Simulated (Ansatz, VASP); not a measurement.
## AgIrC4N4: VASP beside Ansatz

```
Ag Ir C N
1.0
     6.00387    0.00000    0.00000
     0.00000    6.00387    0.00000
     0.00000    0.00000    6.00387
Ag Ir C N
1 1 4 4
Cartesian
  0.0000 0.0000 0.0000
  3.0019 3.0019 3.0019
  1.1674 1.1674 1.1674
  1.1674 4.8365 4.8365
  4.8365 1.1674 4.8365
  4.8365 4.8365 1.1674
  1.8429 1.8429 1.8429
  1.8429 4.1610 4.1610
  4.1610 1.8429 4.1610
  4.1610 4.1610 1.8429
```

Alike in both runs: task single point; functional PBE; k mesh 4 × 4 × 4; occupations gaussian, width 0.1 eV; collinear spin.

|  | VASP | Ansatz |
| --- | --- | --- |
| version | VASP 6.6.1 | Ansatz 0.2.0 |
| potentials or method | VASP PAW PBE potentials, release 64 (Ag, Ir, C, N), cutoff 520 eV | scalar-relativistic, plane waves, PAW |
| valence electrons in the cell | 56 | 72 |

```tsv
	VASP	Ansatz	Ansatz less VASP
gap on the k mesh at the Fermi level (eV)	none	none	-
pressure (GPa)	2.9	2.5	-0.40
rms of the force components (eV/Å)	0.735	0.626	-0.1089
net moment per atom (μB)	0.20	0.20	0.000
size of the moment on the site where the two differ most (μB)	1.40	0.93	-0.470
```

Site moments also hang on the region over which each program counts them. Atom by atom the forces differ by 0.173 eV/Å (rms over components). A gap of «none» marks a metal or a gap that the smearing closes. VASP's potentials hold 56 valence electrons a cell and Ansatz's 72, so a difference there can come from the potentials and not from the codes.

Spin-orbit coupling is off throughout. Noted on VASP's run: the standard files for N, O and F lose accuracy on very short bonds.
